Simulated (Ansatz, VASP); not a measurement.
## Cd in VASP and in Ansatz

```
CELL_PARAMETERS angstrom
2.97887 0.00000 0.00000
-1.48944 2.57978 0.00000
0.00000 0.00000 5.56147
ATOMIC_POSITIONS crystal
Cd 0.33333 0.66667 0.25000
Cd 0.66667 0.33333 0.75000
```

Change from the starting cell: zz strain of -1 %.

Alike in both runs: task single point; functional PBE; k mesh 14 × 14 × 7; occupations fermi-dirac, width 0.05 eV; no spin polarisation.

```csv
,VASP,Ansatz
version,VASP 6.6.1,Ansatz 0.2.0
potentials or method,"VASP PAW PBE potentials, release 64 (Cd), cutoff 520 eV","all-electron LAPW, scalar-relativistic"
```

Ansatz gave:

| Quantity | Value |
| --- | --- |
| pressure (GPa) | 3.5 |
| traceless stress, the component that is largest in VASP (GPa) | -0.86 |

**Question.** Which values does VASP return?

**Answer.** Pressure (GPa): 3.8; traceless stress, the component that is largest in VASP (GPa): -1.01.

Ansatz ran all-electron here, and VASP with PAW potentials.
